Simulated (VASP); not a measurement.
Wanted: the native input for a VASP 6.6.1 run.

| Property | Result |
| --- | --- |
| Task | single point |
| Functional | PBE |
| Potentials or basis | VASP PAW PBE potentials, release 64 (Ag) |
| Cutoff | 520 eV |
| k mesh | 23 × 23 × 23 |
| Occupations | fermi-dirac, width 0.0612256 eV |
| Spin | no spin polarisation |
| Dipole correction | no |
| Further INCAR settings | ALGO = Normal; EDIFF = 1e-07; NBANDS = 12 |

The structure of Ag lies in POSCAR:

```
Ag
1.0
    0.0000000000      2.1011667129      2.1011667129
    2.1011667129      0.0000000000      2.1011667129
    2.1011667129      2.1011667129      0.0000000000
Ag
1
Direct
    0.0000000000      0.0000000000      0.0000000000
```

One way to write it, as run:

INCAR

```
SYSTEM = Ag
ALGO = Normal ; EDIFF = 1E-7
ENCUT = 520 ; GGA = PE
ISIF = 2 ; ISMEAR = -1
LASPH = .TRUE. ; LCHARG = .TRUE.
LELF = .TRUE. ; LREAL = .FALSE.
LVHAR = .TRUE. ; LWAVE = .FALSE.
NBANDS = 12 ; NELM = 100
PREC = Accurate ; SIGMA = 0.06122561905347299
```

KPOINTS

```
k-points
0
G
  23 23 23
  0 0 0
```

Potentials or basis: VASP PAW PBE potentials, release 64 (Ag).

Command:

```sh
$ cat potpaw_PBE.64/Ag/POTCAR > POTCAR
$ mpirun -np 1 vasp_std > vasp.out
```

It gave:

| Quantity | Value |
| --- | --- |
| Pressure | -3.2 GPa |

It took 30 s on 1 thread of Intel(R) Xeon(R) Platinum 8559C (Emerald Rapids) (shared host), peak memory 0.2 GiB.
